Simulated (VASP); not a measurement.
Runs of VASP 6.6.1 on BaTiO3. The typed cell holds 5 atoms: a = 4.000 Å, b = 4.000 Å, c = 4.018 Å, α = 90.00°, β = 90.00°, γ = 90.00°. 

| level | potentials or basis | U | k mesh | cutoff (eV) | gap on the mesh (eV) | pressure (GPa) | largest force (eV/Å) |
| --- | --- | --- | --- | --- | --- | --- | --- |
| LDA+U | VASP PAW LDA potentials, release 64 (Ba_sv, Ti_sv, O) | Ti d U = 3.0 eV | 7 × 7 × 7 | 600 | 2.21 | -3.4 | 1.33 |
| PBE | VASP PAW PBE potentials, release 64 (Ba_sv, Ti_sv, O) | - | 4 × 4 × 4 | 600 | (b) | (c) | 1.29 |
| PBE | VASP PAW PBE potentials, release 64 (Ba_sv, Ti_sv, O) | - | 7 × 7 × 7 | 520 | 1.95 | (a) | 1.29 |
| LDA+U | VASP PAW LDA potentials, release 64 (Ba_sv, Ti_sv, O) | Ti d U = 5.0 eV | 7 × 7 × 7 | 600 | 2.46 | -1.7 | 1.53 |
| PBEsol | VASP PAW PBE potentials, release 64 (Ba_sv, Ti_sv, O) | - | 7 × 7 × 7 | 520 | 1.91 | -1.3 | 1.31 |

Alike in all rows: task single point; no spin polarisation; cell as given; smearing fermi-dirac 0.05 eV.

**Question.** Estimate the missing entries.

**Answer.** (a) 4.9; (b) 1.86; (c) 4.7.

Caveats: spin-orbit coupling is left out, which moves the levels of the heavy elements; an odd mesh through Γ misses points on the zone boundary, where band edges can lie (at least some runs); forces of over 1 eV/Å act on the atoms, so gaps and moduli don't describe the material at rest (at least some runs); the cell stands under pressure (at least some runs); the cell stands under tension (at least some runs); the PAW data sets were made with another functional, which shifts forces and pressure a little (at least some runs).

A k mesh can miss the band edges, and the runs leave out spin-orbit coupling on Ba.
